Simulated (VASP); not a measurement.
Write the native input for VASP 6.6.1 that does the following.

- Task: relaxation of shape and atoms at fixed volume
- Functional: PBE
- Potentials or basis: VASP PAW PBE potentials, release 64 (Si, Mo_sv)
- Cutoff: 600 eV
- k mesh: 18 × 18 × 18
- Occupations: gaussian, width 0.1 eV
- Spin: no spin polarisation
- Dipole correction: no
- Further INCAR settings: ALGO = Normal; EDIFF = 1e-06; IBRION = 2; EDIFFG = -0.01; NSW = 50; ISIF = 4

The structure of Si2Mo lies in POSCAR:

```
Si2Mo
1.0
   -1.5562743607      1.5562743607      3.8263205145
    1.5562743607     -1.5562743607      3.8263205145
    1.5562743607      1.5562743607     -3.8263205145
Si Mo
2 1
Direct
    0.3342304907      0.3342304907      0.0000000000
    0.6657695093      0.6657695093      0.0000000000
    0.0000000000      0.0000000000      0.0000000000
```

These files were run (other wordings do the same):

INCAR

```
SYSTEM = Si2Mo
ALGO = Normal ; EDIFF = 1E-6
EDIFFG = -0.01 ; ENCUT = 600
GGA = PE ; IBRION = 2
ISIF = 4 ; ISMEAR = 0
LASPH = .True. ; LCHARG = .False.
LREAL = .False. ; LWAVE = .False.
NELM = 100 ; NSW = 50
PREC = Accurate ; SIGMA = 0.1
```

KPOINTS

```
k-points
0
Gamma
  18 18 18
  0 0 0
```

Potentials or basis: VASP PAW PBE potentials, release 64 (Si, Mo_sv).

The run is started by

```sh
$ cat potpaw_PBE.64/Si/POTCAR potpaw_PBE.64/Mo_sv/POTCAR > POTCAR
$ mpirun -np 1 vasp_std > vasp.out
```

It gave:

```yaml
Energy_gained_by_relaxing: 0.2 meV/atom
Ionic_steps: 4
Pressure_after_relaxing: 23.9 GPa
Largest_force_after_relaxing: 0.007 eV/Å
Band_gap_on_the_k_mesh: zero (bands 11 and 12 overlap by 1.04 eV)
```

Run time: 10 min on 1 thread of Intel(R) Xeon(R) Platinum 8488C (Sapphire Rapids) (shared host), peak memory 0.47 GiB.
